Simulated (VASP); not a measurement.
Runs of VASP 6.6.1 on AgRh2. The structure is that of space group P6/mmm (No. 191), or close to it. The cells are those of the table. 

```csv
task,cell,k mesh,cutoff (eV),gap on the mesh (eV),pressure (GPa),relaxed volume (Å³/atom)
relaxation of cell and atoms,"relaxed from a = 4.431, b = 4.431, c = 2.746 Å, angles 90.0, 90.0, 120.0°, 3 atoms",12 × 12 × 16,600,none,0.1,(b)
relaxation of cell and atoms,"relaxed from a = 3.566, b = 3.566, c = 3.850 Å, angles 90.0, 90.0, 120.0°, 3 atoms",6 × 6 × 4,600,none,-0.1,15.40
single point,"a = 4.489, b = 4.489, c = 2.654 Å, angles 90.0, 90.0, 120.0°, 3 atoms",6 × 6 × 4,520,none,(a),-
single point,"a = 4.431, b = 4.431, c = 2.746 Å, angles 90.0, 90.0, 120.0°, 3 atoms",6 × 6 × 6,520,none,0.0,-
single point,"a = 3.566, b = 3.566, c = 3.850 Å, angles 90.0, 90.0, 120.0°, 3 atoms",6 × 6 × 6,520,none,95.5,-
```

Alike in all rows: level PBE; potentials or basis VASP PAW PBE potentials, release 64 (Ag, Rh_pv); no spin polarisation; smearing gaussian 0.1 eV.

Question: Estimate the missing entries.

Answer: (a) -0.2; (b) 15.50.

Caveats: some runs use coarse meshes; a cell axis changed by over 15 % at a fixed basis, so the end point is rough (at least some runs); the cell stands under pressure (at least some runs).

A k mesh can miss the band edges, and the runs leave out spin-orbit coupling on Ag, Rh.

A gap of «none» marks levels without a gap at the run's occupations.
